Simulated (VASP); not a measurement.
CaO:

```
Ca O
1.0
     0.00000    2.40356    2.40356
     2.40356    0.00000    2.40356
     2.40356    2.40356    0.00000
Ca O
1 1
Cartesian
  0.0000 0.0000 0.0000
  2.4036 2.4036 2.4036
```

| Quantity | Value |
| --- | --- |
| Program | VASP 6.6.1 |
| Task | relaxation of cell and atoms |
| Functional | PBEsol |
| Dispersion | D3(BJ) |
| Potentials or basis | VASP PAW PBE potentials, release 64 (Ca_sv, O) |
| Cutoff | 600 eV |
| k mesh | 10 × 10 × 10 |
| Occupations | fermi-dirac, width 0.05 eV |
| Spin | no spin polarisation |

At the start: pressure -5.4 GPa; volume 13.89 Å³/atom.

Question: How do energy, volume and symmetry change on relaxing?

Answer: Over 3 steps the energy falls by 11.6 meV/atom and the volume is 13.23 Å³/atom (-4.7 %); space group Fm-3m (No. 225, to 0.1 Å) before and after.

Step by step:
```csv
step,energy change (eV),largest force (eV/Å),pressure (GPa),volume (Å³)
1,0.0000,0.0000,-5.38,27.77
2,-0.0191,0.0000,2.55,25.94
3,-0.0231,0.0000,0.01,26.45
```

Final structure:
```
Ca O
1.0
     0.00000    2.36496    2.36496
     2.36496    0.00000    2.36496
     2.36496    2.36496    0.00000
Ca O
1 1
Direct
  0.00000 0.00000 0.00000
  0.50000 0.50000 0.50000
```

Caveat: the PAW data sets were made with another functional, which shifts forces and pressure a little.
